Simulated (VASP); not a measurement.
A run of VASP 6.6.1 is set up as follows.

File INCAR:

```
  PREC = Accurate
  ENCUT = 520
  EDIFF = 1E-6
  ISMEAR = 0
  SIGMA = 0.02
  LREAL = False
  LASPH = True
  NELM = 100
  ALGO = Normal
  ISIF = 2
  LWAVE = False
  LCHARG = False
  GGA = PE
  NBANDS = 41
```

The input KPOINTS:

```
Automatic mesh
0
Gamma
  6 6 4
```

The input POSCAR:

```
MgZn3Te4
1.0
    4.4234756135      0.0000000000      0.0000000000
    0.0000000000      4.4234756135      0.0000000000
    0.0000000000      0.0000000000     12.5638094949
Mg Zn Te
1 3 4
Direct
    0.5000000000      0.5000000000      0.0000000000
    0.0000000000      0.0000000000      0.7424228308
    0.5000000000      0.5000000000      0.5000000000
    0.0000000000      0.0000000000      0.2575771692
    0.5000000000      0.0000000000      0.3788799561
    0.0000000000      0.5000000000      0.1361598239
    0.5000000000      0.0000000000      0.8638401761
    0.0000000000      0.5000000000      0.6211200439
```

Potentials or basis: VASP PAW PBE potentials, release 64 (Mg, Zn, Te).

The run is started by

```console
$ cat potpaw_PBE.64/Mg/POTCAR potpaw_PBE.64/Zn/POTCAR potpaw_PBE.64/Te/POTCAR > POTCAR
$ mpirun -np 1 vasp_std > vasp.out
```

**Question.** Estimate the largest force.

**Answer.** 0.012 eV/Å.

**Question.** What does it give for the band gap on the k mesh?

**Answer.** 1.28 eV.

**Question.** What does it give for the pressure?

**Answer.** 0.0 GPa.

Forces on the atoms (eV/Å):
```
Mg   0.000  0.000  0.000
Zn   0.000  0.000  0.003
Zn   0.000  0.000  0.000
Zn   0.000  0.000 -0.003
Te   0.000  0.000 -0.006
Te   0.000  0.000 -0.012
Te   0.000  0.000  0.012
Te   0.000  0.000  0.006
```

Caveat: spin-orbit coupling is left out, which moves the levels of the heavy elements. A k mesh can miss the band edges.
